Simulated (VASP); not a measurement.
Input of a VASP 6.6.1 run:

POSCAR

```
PbF2
1.0
    0.0000000000      2.9636600000      2.9636600000
    2.9636600000      0.0000000000      2.9636600000
    2.9636600000      2.9636600000      0.0000000000
Pb F
1 2
Direct
    0.0000000000      0.0000000000      0.0000000000
    0.7500000000      0.7500000000      0.7500000000
    0.2500000000      0.2500000000      0.2500000000
```

INCAR.step1

```
SYSTEM = PbF2
PREC = Accurate
ENCUT = 660
ISMEAR = -1
SIGMA = 0.05
LREAL = .False.
LASPH = .True.
NELM = 120
GGA = PE
ALGO = Normal
EDIFF = 1E-5
LWAVE = .True.
LCHARG = .False.
GGA_COMPAT = .False.
IBRION = 2
ISIF = 3
EDIFFG = -0.005
NELMIN = 4
NSW = 100
```

File INCAR.step2:

```
SYSTEM = PbF2
PREC = Accurate
ENCUT = 660
EDIFF = 1E-7
ISMEAR = -1
SIGMA = 0.05
LREAL = .False.
LASPH = .True.
NELM = 120
ALGO = Normal
ISIF = 3
LWAVE = .False.
LCHARG = .False.
METAGGA = R2SCAN
LMIXTAU = .True.
IBRION = 2
NSW = 60
EDIFFG = -0.01
ISTART = 1
GGA_COMPAT = .False.
NELMIN = 4
```

File KPOINTS:

```
regular mesh
0
Gamma
  8 8 8
  0 0 0
```

Potentials or basis: VASP PAW PBE potentials, release 64 (Pb_d, F).

Command:

```sh
$ cat potpaw_PBE.64/Pb_d/POTCAR potpaw_PBE.64/F/POTCAR > POTCAR
$ cp INCAR.step1 INCAR
$ mpirun -np 1 vasp_std > vasp.out
$ cp INCAR.step2 INCAR
$ mpirun -np 1 vasp_std > vasp.out
```

Question: What does it give for the relaxed cell?

Answer: a = 4.184 Å, b = 4.184 Å, c = 4.184 Å, α = 60.00°, β = 60.00°, γ = 60.00°.

Question: Estimate the space group after relaxing (to 0.1 Å).

Answer: Fm-3m (No. 225).

Question: Predict the relaxed volume.

Answer: 17.26 Å³/atom.

Question: Predict the band gap on the k mesh.

Answer: 4.93 eV (least direct gap 5.08 eV).

The path:
| step | energy change (eV) | largest force (eV/Å) | pressure (GPa) | volume (Å³) |
| --- | --- | --- | --- | --- |
| 1 | 0.0000 | 0.0000 | -0.41 | 52.06 |
| 2 | -0.0003 | 0.0000 | 0.09 | 51.73 |
| 3 | -0.0003 | 0.0000 | 0.00 | 51.79 |

Caveat: the PAW data sets were made with another functional, which shifts forces and pressure a little; spin-orbit coupling is left out, which moves the levels of the heavy elements. A k mesh can miss the band edges.
